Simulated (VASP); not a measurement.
# FePt (P4/mmm) in VASP: electric field gradients with PBE

Aim: the electric field gradients of FePt with PBE.

All numbers are computed with VASP 6.6.1; they aren't measurements. Logs are shortened: lines on timing, memory, paths and dates and some standing lists are left out, and cuts for length are marked.

## Step 1: The cell of the first run

Symmetry: P4/mmm, No. 123, tetragonal system. The conventional cell has a = 2.722 Å, b = 2.722 Å, c = 3.700 Å, α = 90.00°, β = 90.00°, γ = 90.00°. Within 3.5 Å of Fe (site symmetry 4/mmm) lie 8 Pt at 2.67 Å and 4 Fe at 2.72 Å. Pt (site symmetry 4/mmm) has 8 Fe at 2.67 Å and 4 Pt at 2.72 Å within 3.5 Å.

## Step 2: Electric field gradients, PBE

Contents of INCAR:

```
SYSTEM = FePt
PREC     = Accurate       ! precision mode
ENCUT    = 510            ! plane-wave cutoff, eV
EDIFF    = 1E-8           ! SCF threshold, eV
ISMEAR   = -1             ! smearing method
SIGMA    = 0.05           ! smearing width, eV
LREAL    = .False.        ! projectors in reciprocal space
LASPH    = .True.         ! aspherical terms in the spheres
NELM     = 120            ! most SCF steps
ALGO     = Normal         ! electronic algorithm
ISIF     = 2              ! what is computed and relaxed
LWAVE    = .False.        ! write WAVECAR
LCHARG   = .False.        ! write CHGCAR
GGA      = PE             ! functional
LEFG     = .True.       
NBANDS   = 24             ! bands
GGA_COMPAT= .False.
```

Contents of KPOINTS:

```
Automatic mesh
0
Gamma
  12 12 9
  0 0 0
```

Contents of POSCAR:

```
FePt
1.0
    2.7216540008      0.0000000000      0.0000000000
    0.0000000000      2.7216540008      0.0000000000
    0.0000000000      0.0000000000      3.7000000000
Fe Pt
1 1
Direct
    0.5000000000      0.5000000000      0.5000000000
    0.0000000000      0.0000000000      0.0000000000
```

Potentials or basis: VASP PAW PBE potentials, release 64 (Fe_sv, Pt_sv_GW).

Started as:

```console
> cat potpaw_PBE.64/Fe_sv/POTCAR potpaw_PBE.64/Pt_sv_GW/POTCAR > POTCAR
> mpirun -np 1 vasp_std > vasp.out
```

OUTCAR:

```text
SYSTEM = FePt
   PREC = Accurate
   ENCUT = 510
   EDIFF = 1E-8
   ISMEAR = -1
   LREAL = .False.
   LASPH = .True.
   NELM = 120
   ISIF = 2
   GGA = PE

 ion  position               nearest neighbor table
   1  0.500  0.500  0.500-   2 2.67   2 2.67   2 2.67   2 2.67   2 2.67   2 2.67   2 2.67   2 2.67

   2  0.000  0.000  0.000-   1 2.67   1 2.67   1 2.67   1 2.67   1 2.67   1 2.67   1 2.67   1 2.67

  LATTYP: Found a simple tetragonal cell.
 ALAT       =     2.7216540008
 C/A-ratio  =     1.3594674411

  Lattice vectors:

 A1 = (   2.7216540008,   0.0000000000,   0.0000000000)
 A2 = (   0.0000000000,   2.7216540008,   0.0000000000)
 A3 = (   0.0000000000,   0.0000000000,   3.7000000000)

Analysis of symmetry for initial positions (statically):
=====================================================================
 Subroutine PRICEL returns:
 Original cell was already a primitive cell.

 Routine SETGRP: Setting up the symmetry group for a
 simple tetragonal supercell.

 Subroutine GETGRP returns: Found 16 space group operations
 (whereof 16 operations were pure point group operations)
 out of a pool of 16 trial point group operations.

The static configuration has the point symmetry D_4h.

Analysis of symmetry for dynamics (positions and initial velocities):
=====================================================================
 Subroutine PRICEL returns:
 Original cell was already a primitive cell.

 Routine SETGRP: Setting up the symmetry group for a
 simple tetragonal supercell.

 Subroutine GETGRP returns: Found 16 space group operations
 (whereof 16 operations were pure point group operations)
 out of a pool of 16 trial point group operations.

The dynamic configuration has the point symmetry D_4h.

 Subroutine INISYM returns: Found 16 space group operations
 (whereof 16 operations are pure point group operations),
 and found     1 'primitive' translations

----------------------------------------------------------------------------------------

                                     Primitive cell

  volume of cell :      27.4074

  direct lattice vectors                    reciprocal lattice vectors
     2.721654001  0.000000000  0.000000000     0.367423633  0.000000000  0.000000000
     0.000000000  2.721654001  0.000000000     0.000000000  0.367423633  0.000000000
     0.000000000  0.000000000  3.700000000     0.000000000  0.000000000  0.270270270

  length of vectors
     2.721654001  2.721654001  3.700000000     0.367423633  0.367423633  0.270270270

  position of ions in fractional coordinates (direct lattice)
     0.500000000  0.500000000  0.500000000
     0.000000000  0.000000000  0.000000000

  ion indices of the primitive-cell ions
   primitive index   ion index
                 1           1
                 2           2

----------------------------------------------------------------------------------------

 KPOINTS: Automatic mesh

Automatic generation of k-mesh.
 Grid dimensions read from file:
 generate k-points for:   12   12    9

 Generating k-lattice:

  Cartesian coordinates                     Fractional coordinates (reciprocal lattice)
     0.030618636  0.000000000  0.000000000     0.083333333  0.000000000  0.000000000
     0.000000000  0.030618636  0.000000000     0.000000000  0.083333333  0.000000000
     0.000000000  0.000000000  0.030030030     0.000000000  0.000000000  0.111111111

  Length of vectors
     0.030618636  0.030618636  0.030030030

  Shift w.r.t. Gamma in fractional coordinates (k-lattice)
     0.000000000  0.000000000  0.000000000

 Subroutine IBZKPT returns following result:
 ===========================================

 Found    140 irreducible k-points:

 Following reciprocal coordinates:
            Coordinates               Weight
  0.000000  0.000000  0.000000      1.000000
  0.083333  0.000000  0.000000      4.000000
  0.166667  0.000000  0.000000      4.000000
  0.250000  0.000000  0.000000      4.000000
  0.333333  0.000000  0.000000      4.000000
  0.416667  0.000000  0.000000      4.000000
[... 16 lines left out ...]
  0.333333  0.333333  0.000000      4.000000
  0.416667  0.333333  0.000000      8.000000
 [... further k-points ...]
   k-points           NKPTS =    140   k-points in BZ     NKDIM =    140   number of bands    NBANDS=     24
   number of dos      NEDOS =    301   number of ions     NIONS =      2
   total plane-waves  NPLWV =  11200
   dimension x,y,z NGX =    20 NGY =   20 NGZ =   28
   dimension x,y,z NGXF=    40 NGYF=   40 NGZF=   56
   ions per type =               1   1
   NGX,Y,Z   is equivalent  to a cutoff of  12.22, 12.22, 12.58 a.u.
   NGXF,Y,Z  is equivalent  to a cutoff of  24.43, 24.43, 25.16 a.u.
 SYSTEM =  FePt
   PREC   = accura    normal or accurate (medium, high low for compatibility)
   ISTART =      0    job   : 0-new  1-cont  2-samecut
   ICHARG =      2    charge: 1-file 2-atom 10-const
   ISPIN  =      1    spin polarized calculation?
   LNONCOLLINEAR =      F non collinear calculations
   LSORBIT =      F    spin-orbit coupling
   LASPH  =      T    aspherical Exc in radial PAW
   ENCUT  =  510.0 eV  37.48 Ry    6.12 a.u.   5.01  5.01  6.81*2*pi/ulx,y,z
   NELM   =    120;   NELMIN=  2; NELMDL= -5     # of ELM steps
   EDIFF  = 0.1E-07   stopping-criterion for ELM
   LREAL  =      F    real-space projection
   EDIFFG = 0.1E-06   stopping-criterion for IOM
   NSW    =      0    number of steps for IOM
   IBRION =     -1    ionic relax: 0-MD 1-quasi-New 2-CG
   NFREE  =      0    steps in history (QN), initial steepest desc. (CG)
   ISIF   =      2    stress and relaxation
   ISYM   =      2    0-nonsym 1-usesym 2-fastsym
   POTIM  = 0.5000    time-step for ionic-motion
   TEBEG  =    0.0;   TEEND  =   0.0 temperature during run
   PSTRESS=    0.0 pullay stress
   NELECT =      34.0000    total number of electrons
   NUPDOWN=      -1.0000    fix difference up-down
   EMIN   =  10.00;   EMAX   =-10.00  energy-range for DOS
   EFERMI =   0.00;   METHOD = LEGACY
   ISMEAR =    -1;   SIGMA  =   0.05  broadening in eV -4-tet -1-fermi 0-gaus
   EFERMI_NEDOS =   21; number of points for ismear=-14 and -15
   IALGO  =     38    algorithm
   IMIX   =      4    mixing-type and parameters
     AMIX     =   0.40;   BMIX     =  1.00
     AMIX_MAG =   1.60;   BMIX_MAG =  1.00
  volume/ion in A,a.u.               =      13.70        92.48
  Fermi-wavevector in a.u.,A,eV,Ry     =   1.759052  3.324126 42.100005  3.094263
  Thomas-Fermi vector in A             =   2.828090
   LORBIT       =      0    0 simple, 1 ext, 2 COOP (PROOUT), +10 PAW based schemes
   GGA     = PE    functional components
   LHFCALC =     F    Hartree Fock is set to
   AEXX    =    0.0000 exact exchange contribution
   IVDW    =     0    specifies the selected vdW correction
   LEPSILON=     F    determine dielectric tensor
   LRPA    =     F    only Hartree local field effects (RPA)
 non-spin polarized calculation
  energy-cutoff  :      510.00
  volume of cell :       27.41
 maximum number of plane-waves:       730
   NGX = 11   NGY = 11   NGZ = 13

 number of electron      34.0000000 magnetization

 Free energy of the ion-electron system (eV)
  ---------------------------------------------------
  ext. energy  EPLUGINS =         0.00000000
  ---------------------------------------------------
  free energy    TOTEN  =       -14.15139828 eV

  energy without entropy =      -14.11696971  energy(sigma->0) =      -14.13418399

 E-fermi :  10.9819     XC(G=0): -13.7159

 val. band max:       10.9780448501   @ k =   0.4167   0.0833   0.1111
 cond. band min:      10.9882028528   @ k =   0.4167   0.4167   0.4444
 fundamental gap:      0.0101580027
 Fermi energy:        10.9818798537

 k-point     1 :       0.0000    0.0000    0.0000
  band No.  band energies     occupation
      1     -88.1364      2.00000
      2     -75.8856      2.00000
      3     -42.3351      2.00000
      4     -42.1691      2.00000
      5     -42.1691      2.00000
      6     -41.8647      2.00000
[... 16 lines left out ...]
     23      22.8482      0.00000
     24      28.0640      0.00000

 k-point     2 :       0.0833    0.0000    0.0000
  band No.  band energies     occupation
      1     -88.1353      2.00000
      2     -75.8850      2.00000
      3     -42.3287      2.00000
      4     -42.1870      2.00000
      5     -42.1656      2.00000
      6     -41.8746      2.00000
[... 586 lines left out ...]
 k-point    24 :       0.4167    0.3333    0.0000
  band No.  band energies     occupation
      1     -88.1127      2.00000
      2     -75.8700      2.00000
      3     -42.4275      2.00000
      4     -42.3724      2.00000
      5     -42.2016      2.00000
      6     -41.9518      2.00000
[... 16 lines left out ...]
     23      22.8233      0.00000
     24      24.2370      0.00000

 [... further k-points ...]

------------------------ aborting loop because EDIFF is reached ----------------------------------------

  FORCE on cell =-STRESS in cart. coord.  units (eV):
  Direction    XX          YY          ZZ          XY          YZ          ZX
  --------------------------------------------------------------------------------------
  -------------------------------------------------------------------------------------
  Total       -2.7412226     -2.7412226     -2.0516452      0.0000000      0.0000000      0.0000000
  in kB     -160.2460492   -160.2460492   -119.9348230      0.0000000      0.0000000      0.0000000
  external PRESSURE =    -146.8089738 kB  Pullay stress =       0.0000000 kB

 VOLUME and BASIS-vectors are now :
 -----------------------------------------------------------------------------
  energy-cutoff  :      510.00
  volume of cell :       27.41
      direct lattice vectors                 reciprocal lattice vectors
     2.721654001  0.000000000  0.000000000     0.367423633  0.000000000  0.000000000
     0.000000000  2.721654001  0.000000000     0.000000000  0.367423633  0.000000000
     0.000000000  0.000000000  3.700000000     0.000000000  0.000000000  0.270270270

 POSITION                                       TOTAL-FORCE (eV/Angst)
 -----------------------------------------------------------------------------------
      1.36083      1.36083      1.85000         0.000000      0.000000      0.000000
      0.00000      0.00000      0.00000         0.000000      0.000000      0.000000
 -----------------------------------------------------------------------------------
    total drift:                               -0.000000      0.000000      0.000000

  FREE ENERGIE OF THE ION-ELECTRON SYSTEM (eV)
  ---------------------------------------------------
  free  energy   TOTEN  =       -14.1513982754 eV

  energy  without entropy=      -14.1169697110  energy(sigma->0) =      -14.13418399

 Electric field gradients (V/A^2)
---------------------------------------------------------------------
 ion       V_xx      V_yy      V_zz      V_xy      V_xz      V_yz
---------------------------------------------------------------------
   1       3.819     3.819    -7.637    -0.000    -0.000    -0.000
   2     -25.497   -25.497    50.995    -0.000    -0.000     0.000
---------------------------------------------------------------------

 Electric field gradients after diagonalization (V/A^2)
 (convention: |V_zz| > |V_xx| > |V_yy|)
----------------------------------------------------------------------
 ion       V_xx      V_yy      V_zz     asymmetry (V_yy - V_xx)/ V_zz
----------------------------------------------------------------------
   1       3.819     3.819    -7.637       0.000
   2     -25.497   -25.497    50.995       0.000
----------------------------------------------------------------------

           NMR quadrupolar parameters

 Cq : quadrupolar parameter    Cq=e*Q*V_zz/h
 eta: asymmetry parameters     (V_yy - V_xx)/ V_zz
 Q  : nuclear electric quadrupole moment in mb (millibarn)
----------------------------------------------------------------------
 ion       Cq(MHz)       eta       Q (mb)
----------------------------------------------------------------------
   1      -0.018       0.000       1.000
   2       0.123       0.000       1.000
----------------------------------------------------------------------
```

It took 44 s on 1 thread of Intel Xeon 6975P-C (Granite Rapids), shared host; peak memory 0.21 GiB.

Results:

```
Free energy                             : -14.1514 eV
Pressure                                : -14.7 GPa
Band gap on the k mesh                  : zero (bands 17 and 18 overlap by 1.37 eV)
Largest electric field gradient by atom : Fe -7.6; Pt +51.0 V/Å²
```

Stress tensor (GPa, compression positive):
```
-16.02   0.00   0.00
  0.00 -16.02   0.00
  0.00   0.00 -11.99
```

Levels at points of the mesh, in eV from the Fermi level:
| k point | band 14 | band 15 | band 16 | band 17 | band 18 | band 19 | band 20 | band 21 |
| --- | --- | --- | --- | --- | --- | --- | --- | --- |
| (0.00, 0.00, 0.00) | -1.62 | -1.34 | -0.44 | 0.40 | 0.71 | 0.71 | 2.54 | 10.40 |
| (0.50, 0.00, 0.00) | -1.97 | -1.82 | -1.81 | -0.74 | -0.36 | 1.59 | 1.95 | 11.06 |
| (0.50, 0.50, 0.00) | 0.39 | 0.45 | 0.63 | 0.80 | 0.80 | 1.74 | 1.74 | 7.95 |

Electric field gradients, principal values (V/Å²):
| atom | least | middle | greatest (by size) |
| --- | --- | --- | --- |
| 1 Fe | 3.819 | 3.819 | -7.637 |
| 2 Pt | -25.497 | -25.497 | 50.995 |

Caveat: the cell stands under tension; without QUAD_EFG the Cq values of the log hold for a quadrupole moment of 1 mb, not for the nuclei; spin-orbit coupling is left out, which moves the levels of the heavy elements; the run has no spin polarisation, though such a crystal can be magnetic. Spin polarisation is off, so any magnetic state and its effect on volume and gap are missing.
